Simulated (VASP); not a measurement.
# Au in VASP: further runs, part 2 of 2

VASP 6.6.1. Earlier steps stand in the parts before.

## 5. Single point, PBE (strain -0.015 along x and y, +0.015 along z)

File INCAR:

```
SYSTEM = Au
PREC = Accurate
ENCUT = 520
EDIFF = 1E-6
ISMEAR = 0
SIGMA = 0.15
LREAL = .False.
LASPH = .True.
NELM = 100
ALGO = Fast
ISIF = 2
LWAVE = .False.
LCHARG = .True.
GGA = PE
LELF = .True.
LVHAR = .True.
NBANDS = 12
```

File KPOINTS:

```
Automatic mesh
0
Gamma
  20 20 20
  0 0 0
```

File POSCAR:

```
Au
1.0
    0.0000000000      2.0148175000      2.0761825000
    2.0148175000      0.0000000000      2.0761825000
    2.0148175000      2.0148175000      0.0000000000
Au
1
Direct
    0.0000000000      0.0000000000      0.0000000000
```

Potentials or basis: VASP PAW PBE potentials, release 64 (Au).

Launch:

```
cat potpaw_PBE.64/Au/POTCAR > POTCAR
mpirun -np 1 vasp_std > vasp.out
```

OUTCAR:

```text
SYSTEM = Au
   PREC = Accurate
   ENCUT = 520
   EDIFF = 1E-6
   ISMEAR = 0
   LREAL = .False.
   LASPH = .True.
   NELM = 100
   ISIF = 2
   GGA = PE

 ion  position               nearest neighbor table
   1  0.000  0.000  0.000-

  LATTYP: Found a body centered tetragonal cell.
 ALAT       =     2.8493822342
 C/A-ratio  =     1.4572860567

  Lattice vectors:

 A1 = (  -2.0148175000,   0.0000000000,   2.0761825000)
 A2 = (   2.0148175000,   0.0000000000,   2.0761825000)
 A3 = (   0.0000000000,   2.0148175000,  -2.0761825000)

Analysis of symmetry for initial positions (statically):
=====================================================================
 Subroutine PRICEL returns:
 Original cell was already a primitive cell.

 Routine SETGRP: Setting up the symmetry group for a
 body centered tetragonal supercell.

 Subroutine GETGRP returns: Found 16 space group operations
 (whereof 16 operations were pure point group operations)
 out of a pool of 16 trial point group operations.

The static configuration has the point symmetry D_4h.

Analysis of symmetry for dynamics (positions and initial velocities):
=====================================================================
 Subroutine PRICEL returns:
 Original cell was already a primitive cell.

 Routine SETGRP: Setting up the symmetry group for a
 body centered tetragonal supercell.

 Subroutine GETGRP returns: Found 16 space group operations
 (whereof 16 operations were pure point group operations)
 out of a pool of 16 trial point group operations.

The dynamic configuration has the point symmetry D_4h.

 Subroutine INISYM returns: Found 16 space group operations
 (whereof 16 operations are pure point group operations),
 and found     1 'primitive' translations

----------------------------------------------------------------------------------------

                                     Primitive cell

  volume of cell :      16.8565

  direct lattice vectors                    reciprocal lattice vectors
     0.000000000  2.014817500  2.076182500    -0.248161434  0.248161434  0.240826613
     2.014817500  0.000000000  2.076182500     0.248161434 -0.248161434  0.240826613
     2.014817500  2.014817500  0.000000000     0.248161434  0.248161434 -0.240826613

  length of vectors
     2.893099261  2.893099261  2.849382234     0.425635586  0.425635586  0.425635586

  position of ions in fractional coordinates (direct lattice)
     0.000000000  0.000000000  0.000000000

  ion indices of the primitive-cell ions
   primitive index   ion index
                 1           1

----------------------------------------------------------------------------------------

 KPOINTS: Automatic mesh

Automatic generation of k-mesh.
 Grid dimensions read from file:
 generate k-points for:   20   20   20

 Generating k-lattice:

  Cartesian coordinates                     Fractional coordinates (reciprocal lattice)
    -0.012408072  0.012408072  0.012041331     0.050000000 -0.000000000  0.000000000
     0.012408072 -0.012408072  0.012041331    -0.000000000  0.050000000  0.000000000
     0.012408072  0.012408072 -0.012041331     0.000000000  0.000000000  0.050000000

  Length of vectors
     0.021281779  0.021281779  0.021281779

  Shift w.r.t. Gamma in fractional coordinates (k-lattice)
     0.000000000  0.000000000  0.000000000

 Subroutine IBZKPT returns following result:
 ===========================================

 Found    641 irreducible k-points:

 Following reciprocal coordinates:
            Coordinates               Weight
  0.000000  0.000000  0.000000      1.000000
  0.050000 -0.000000  0.000000      8.000000
  0.100000 -0.000000  0.000000      8.000000
  0.150000 -0.000000  0.000000      8.000000
  0.200000 -0.000000  0.000000      8.000000
  0.250000 -0.000000  0.000000      8.000000
[... 16 lines left out ...]
 -0.400000  0.050000  0.000000      8.000000
 -0.350000  0.050000  0.000000      8.000000
 [... further k-points ...]
   k-points           NKPTS =    641   k-points in BZ     NKDIM =    641   number of bands    NBANDS=     12
   number of dos      NEDOS =    301   number of ions     NIONS =      1
   total plane-waves  NPLWV =  13824
   dimension x,y,z NGX =    24 NGY =   24 NGZ =   24
   dimension x,y,z NGXF=    48 NGYF=   48 NGZF=   48
   ions per type =               1
   NGX,Y,Z   is equivalent  to a cutoff of  13.79, 13.79, 14.00 a.u.
   NGXF,Y,Z  is equivalent  to a cutoff of  27.58, 27.58, 28.01 a.u.
 SYSTEM =  Au
   PREC   = accura    normal or accurate (medium, high low for compatibility)
   ISTART =      0    job   : 0-new  1-cont  2-samecut
   ICHARG =      2    charge: 1-file 2-atom 10-const
   ISPIN  =      1    spin polarized calculation?
   LNONCOLLINEAR =      F non collinear calculations
   LSORBIT =      F    spin-orbit coupling
   LASPH  =      T    aspherical Exc in radial PAW
   ENCUT  =  520.0 eV  38.22 Ry    6.18 a.u.   5.38  5.38  5.30*2*pi/ulx,y,z
   NELM   =    100;   NELMIN=  2; NELMDL= -5     # of ELM steps
   EDIFF  = 0.1E-05   stopping-criterion for ELM
   LREAL  =      F    real-space projection
   EDIFFG = 0.1E-04   stopping-criterion for IOM
   NSW    =      0    number of steps for IOM
   IBRION =     -1    ionic relax: 0-MD 1-quasi-New 2-CG
   NFREE  =      0    steps in history (QN), initial steepest desc. (CG)
   ISIF   =      2    stress and relaxation
   ISYM   =      2    0-nonsym 1-usesym 2-fastsym
   POTIM  = 0.5000    time-step for ionic-motion
   TEBEG  =    0.0;   TEEND  =   0.0 temperature during run
   PSTRESS=    0.0 pullay stress
   NELECT =      11.0000    total number of electrons
   NUPDOWN=      -1.0000    fix difference up-down
   EMIN   =  10.00;   EMAX   =-10.00  energy-range for DOS
   EFERMI =   0.00;   METHOD = LEGACY
   ISMEAR =     0;   SIGMA  =   0.15  broadening in eV -4-tet -1-fermi 0-gaus
   EFERMI_NEDOS =   21; number of points for ismear=-14 and -15
   IALGO  =     68    algorithm
   IMIX   =      4    mixing-type and parameters
     AMIX     =   0.40;   BMIX     =  1.00
     AMIX_MAG =   1.60;   BMIX_MAG =  1.00
  volume/ion in A,a.u.               =      16.86       113.75
  Fermi-wavevector in a.u.,A,eV,Ry     =   1.419984  2.683380 27.434164  2.016354
  Thomas-Fermi vector in A             =   2.540947
   LORBIT       =      0    0 simple, 1 ext, 2 COOP (PROOUT), +10 PAW based schemes
   GGA     = PE    functional components
   LHFCALC =     F    Hartree Fock is set to
   AEXX    =    0.0000 exact exchange contribution
   IVDW    =     0    specifies the selected vdW correction
   LEPSILON=     F    determine dielectric tensor
   LRPA    =     F    only Hartree local field effects (RPA)
 non-spin polarized calculation
 RMM-DIIS sequential band-by-band and
 Gauss-broadening in eV      SIGMA  =   0.15
  energy-cutoff  :      520.00
  volume of cell :       16.86
 maximum number of plane-waves:       469
 NGX is ok and might be reduce to    24
   NGX = 11   NGY = 11   NGZ = 11

 number of electron      10.9999998 magnetization

 Free energy of the ion-electron system (eV)
  ---------------------------------------------------
  ext. energy  EPLUGINS =         0.00000000
  ---------------------------------------------------
  free energy    TOTEN  =        -3.18770304 eV

  energy without entropy =       -3.18452540  energy(sigma->0) =       -3.18611422

 E-fermi :   9.6604     XC(G=0): -12.7825

 val. band max:        9.6376890862   @ k =  -0.3000   0.2000   0.1000
 cond. band min:       9.6636343988   @ k =   0.5000   0.1000   0.0000
 fundamental gap:      0.0259453126
 Fermi energy:         9.6603537746

 k-point     1 :       0.0000    0.0000    0.0000
  band No.  band energies     occupation
      1      -0.3138      2.00000
      2       4.7246      2.00000
      3       5.0014      2.00000
      4       5.0014      2.00000
      5       6.2944      2.00000
      6       6.5972      2.00000
      7      24.1785      0.00000
      8      27.8811      0.00000
      9      28.4046      0.00000
     10      28.4046      0.00000
     11      33.1830      0.00000
     12      37.7329      0.00000
[... 331 lines left out ...]
 k-point    24 :      -0.3500    0.0500    0.0000
  band No.  band energies     occupation
      1       2.2647      2.00000
      2       4.8489      2.00000
      3       5.1584      2.00000
      4       6.0384      2.00000
      5       7.0884      2.00000
      6       7.7099      2.00000
      7      16.3027      0.00000
      8      24.1518      0.00000
      9      26.8815      0.00000
     10      28.8633      0.00000
     11      32.8915      0.00000
     12      34.2788      0.00000

 [... further k-points ...]
[... 5 lines left out ...]
  --------------------------------------------------------------------------------------
  -------------------------------------------------------------------------------------
  Total        1.1611015      1.1611015      1.0390169      0.0000000      0.0000000     -0.0000000
  in kB      110.3605376    110.3605376     98.7566290      0.0000000      0.0000000     -0.0000000
  external PRESSURE =     106.4925681 kB  Pullay stress =       0.0000000 kB

 VOLUME and BASIS-vectors are now :
 -----------------------------------------------------------------------------
  energy-cutoff  :      520.00
  volume of cell :       16.86
      direct lattice vectors                 reciprocal lattice vectors
     0.000000000  2.014817500  2.076182500    -0.248161434  0.248161434  0.240826613
     2.014817500  0.000000000  2.076182500     0.248161434 -0.248161434  0.240826613
     2.014817500  2.014817500  0.000000000     0.248161434  0.248161434 -0.240826613

 POSITION                                       TOTAL-FORCE (eV/Angst)
 -----------------------------------------------------------------------------------
      0.00000      0.00000      0.00000        -0.000000      0.000000      0.000000
 -----------------------------------------------------------------------------------
    total drift:                               -0.000000      0.000000      0.000000

  FREE ENERGIE OF THE ION-ELECTRON SYSTEM (eV)
  ---------------------------------------------------
  free  energy   TOTEN  =        -3.1877030357 eV

  energy  without entropy=       -3.1845253973  energy(sigma->0) =       -3.18611422
```

It took 2.3 min on 1 thread of Intel Xeon 8259CL, shared host; peak memory 0.25 GiB.

What came out:

| Quantity | Value |
| --- | --- |
| Free energy | -3.1877 eV |
| Pressure | 10.6 GPa |
| Band gap on the k mesh | zero (an odd number of electrons rules out a gap without spin polarisation) |

Stress tensor (GPa, compression positive):
```
11.04  0.00  0.00
 0.00 11.04  0.00
 0.00  0.00  9.88
```

Caveat: the cell differs from its parent crystal (strain -0.015 along x and y, +0.015 along z); the cell stands under pressure; spin-orbit coupling is left out, which moves the levels of the heavy elements.

## 6. Single point, PBE (strain +0.000 along x and y, +0.015 along z)

File INCAR:

```
SYSTEM = Au
ALGO = Normal
EDIFF = 1E-6
ENCUT = 520
GGA = PE
ISIF = 2
ISMEAR = 0
LASPH = .TRUE.
LCHARG = .TRUE.
LELF = .TRUE.
LREAL = .FALSE.
LVHAR = .TRUE.
LWAVE = .FALSE.
NBANDS = 12
NELM = 60
PREC = Accurate
SIGMA = 0.15
```

File KPOINTS:

```
k-points
0
G
  20 20 20
  0 0 0
```

File POSCAR:

```
Au
1.0
    0.0000000000      2.0455000000      2.0761825000
    2.0455000000      0.0000000000      2.0761825000
    2.0455000000      2.0455000000      0.0000000000
Au
1
Direct
    0.0000000000      0.0000000000      0.0000000000
```

Potentials or basis: VASP PAW PBE potentials, release 64 (Au).

Launch:

```
cat potpaw_PBE.64/Au/POTCAR > POTCAR
mpirun -np 1 vasp_std > vasp.out
```

It took 1.9 min on 1 thread of Intel Xeon 8259CL, shared host; peak memory 0.25 GiB.

The run converged. Its results:

- Free energy: -3.2139 eV
- Pressure: 5.0 GPa
- Band gap on the k mesh: zero (an odd number of electrons rules out a gap without spin polarisation)

Stress tensor (GPa, compression positive):
```
5.16 0.00 0.00
0.00 5.16 0.00
0.00 0.00 4.66
```

Levels at points of the mesh, in eV from the Fermi level:
```tsv
k point	band 2	band 3	band 4	band 5	band 6	band 7	band 8	band 9	band 10	band 11
(0.00, 0.00, 0.00)	-4.66	-4.53	-4.53	-3.18	-3.04	14.57	18.29	18.53	18.53	23.30
(0.50, 0.00, 0.00)	-4.67	-4.55	-1.98	-1.92	-0.85	2.99	14.00	16.85	17.17	24.48
(0.50, 0.50, 0.00)	-6.57	-1.99	-1.64	-1.64	0.93	5.41	10.15	10.15	17.17	19.72
(0.50, 0.00, 0.50)	-6.56	-2.00	-1.69	-1.58	1.18	5.75	9.87	9.90	16.95	19.49
```

Caveat: the cell differs from its parent crystal (strain +0.000 along x and y, +0.015 along z); the cell stands under pressure; spin-orbit coupling is left out, which moves the levels of the heavy elements.

## 7. Summary

| cell | gap on the mesh (eV) | pressure (GPa) |
| --- | --- | --- |
| a = 2.806 Å, angles 60.0°, 1 atom | none | 29.1 |
| a = 2.872, b = 2.872, c = 2.806 Å, angles 60.8, 60.8, 58.5°, 1 atom | none | 17.3 |
| a = 2.894, b = 2.894, c = 2.806 Å, angles 61.0, 61.0, 58.0°, 1 atom | none | 14.0 |
| a = 2.893, b = 2.893, c = 2.849 Å, angles 60.5, 60.5, 59.0°, 1 atom | none | 10.6 |
| a = 2.915, b = 2.915, c = 2.893 Å, angles 60.2, 60.2, 59.5°, 1 atom | none | 5.0 |

Alike in all rows: task single point; level PBE; potentials or basis VASP PAW PBE potentials, release 64 (Au); no spin polarisation; k mesh 20 × 20 × 20; cutoff (eV) 520; smearing gaussian 0.15 eV.

Caveats: the cell stands under pressure; spin-orbit coupling is left out, which moves the levels of the heavy elements.

Absolute energies hang on the potentials; compare differences alone.
